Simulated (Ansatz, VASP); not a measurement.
Pt in VASP and in Ansatz

```
Pt
1.0
     2.75887    0.00000    0.00000
    -1.37943    2.38925    0.00000
     0.00000    0.00000    4.78006
Pt
2
Direct
  0.00000 0.00000 0.00000
  0.33333 0.66667 0.50000
```

Alike in both runs: functional PBE; k mesh 18 × 18 × 10; occupations gaussian, width 0.1 eV; no spin polarisation.

Ansatz relaxed the structure, and its values are those at the end. VASP's run is a single point on that final structure, the one shown.

|  | VASP | Ansatz |
| --- | --- | --- |
| version | VASP 6.6.1 | Ansatz 0.2.0 |
| potentials or method | VASP PAW PBE potentials, release 64 (Pt), cutoff 520 eV | scalar-relativistic, plane waves, PAW |
| valence electrons in the cell | 20 | 36 |

VASP gave:

```
gap on the k mesh at the Fermi level (eV) : none
pressure (GPa)                            : -0.5
```

Question: What did Ansatz give for the same quantities?

Answer: gap on the k mesh at the Fermi level (eV): none; pressure (GPa): 0.0.

A gap of «none» marks a metal or a gap that the smearing closes. The functional is the same, so the differences come from potentials, cutoffs and numerics. VASP's potentials hold 20 valence electrons a cell and Ansatz's 36, so a difference there can come from the potentials and not from the codes.

Spin-orbit coupling is off throughout.
